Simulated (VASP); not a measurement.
**Si3O2: single point with PBE**

The system is Si3O2.

```
Si O
1.0
     2.76758    0.00000    0.00000
     0.00000    2.76758    0.00000
     0.00000    0.00000    8.39294
Si O
3 2
Direct
  0.00000 0.00000 0.30290
  0.00000 0.00000 0.69710
  0.00000 0.00000 0.00000
  0.00000 0.00000 0.50000
  0.50000 0.50000 0.00000
```

```json
{
 "Program": "VASP 6.6.1",
 "Task": "single point",
 "Functional": "PBE",
 "Potentials or basis": "VASP PAW PBE potentials, release 64 (Si, O)",
 "Cutoff": "520 eV",
 "k mesh": "6 × 6 × 2",
 "Occupations": "gaussian, width 0.1 eV",
 "Spin": "collinear spin, ferromagnetic start",
 "Starting moments": "[0.0, 0.0, 0.0, 1.0, 1.0] μB",
 "Dipole correction": "no",
 "Further INCAR settings": "ALGO = Normal; EDIFF = 1e-06; NBANDS = 24"
}
```

```json
{"Pressure": "0.0 GPa", "Largest force": "0.037 eV/Å", "Band gap on the k mesh": "zero (filled and empty bands overlap)", "Net moment": "0.00 μB per cell", "Valence electrons inside the program's atomic spheres": "Si 1.55, 1.47; O 5.17, 5.06"}
```

Forces on the atoms (eV/Å):
```
Si   0.000  0.000 -0.037
Si   0.000  0.000  0.037
Si   0.000  0.000  0.000
O    0.000  0.000  0.000
O    0.000  0.000  0.000
```

Levels at points of the mesh, in eV from the Fermi level:
Spin up:
```tsv
k point	band 10	band 11	band 12	band 13	band 14	band 15
(0.00, 0.00, 0.00)	-3.19	-3.19	1.31	3.09	4.75	6.61
(0.50, 0.00, 0.00)	-2.99	-2.86	-2.00	1.20	1.80	2.21
(0.50, 0.50, 0.00)	-2.50	-1.38	-1.38	0.46	0.46	0.91
(0.00, 0.00, 0.50)	-3.19	-2.93	0.32	4.76	4.78	6.72
(0.50, 0.00, 0.50)	-3.79	-2.86	-1.14	0.42	1.74	2.06
(0.50, 0.50, 0.50)	-2.92	-1.05	-1.05	-0.07	-0.07	1.84
```
Spin down:
| k point | band 8 | band 9 | band 10 | band 11 | band 12 | band 13 | band 14 | band 15 | band 16 | band 17 |
| --- | --- | --- | --- | --- | --- | --- | --- | --- | --- | --- |
| (0.00, 0.00, 0.00) | -4.21 | -4.05 | -3.18 | -3.18 | 1.31 | 3.09 | 4.75 | 6.61 | 6.61 | 7.49 |
| (0.50, 0.00, 0.00) | -5.24 | -5.04 | -2.99 | -2.86 | -2.00 | 1.20 | 1.80 | 2.21 | 5.94 | 6.22 |
| (0.50, 0.50, 0.00) | -5.67 | -4.97 | -2.50 | -1.38 | -1.38 | 0.46 | 0.46 | 0.91 | 3.14 | 4.25 |
| (0.00, 0.00, 0.50) | -5.71 | -3.19 | -3.19 | -2.93 | 0.32 | 4.76 | 4.78 | 6.72 | 6.72 | 7.17 |
| (0.50, 0.00, 0.50) | -5.99 | -3.84 | -3.79 | -2.86 | -1.14 | 0.42 | 1.74 | 2.06 | 5.92 | 7.49 |
| (0.50, 0.50, 0.50) | -5.52 | -4.97 | -2.92 | -1.05 | -1.05 | -0.07 | -0.07 | 1.84 | 3.38 | 3.92 |

It took 120 s on 1 thread of AMD EPYC 7571, with other jobs on the host, peak memory 0.19 GiB.

Caveat: the k points lie up to 0.38 Å⁻¹ apart.
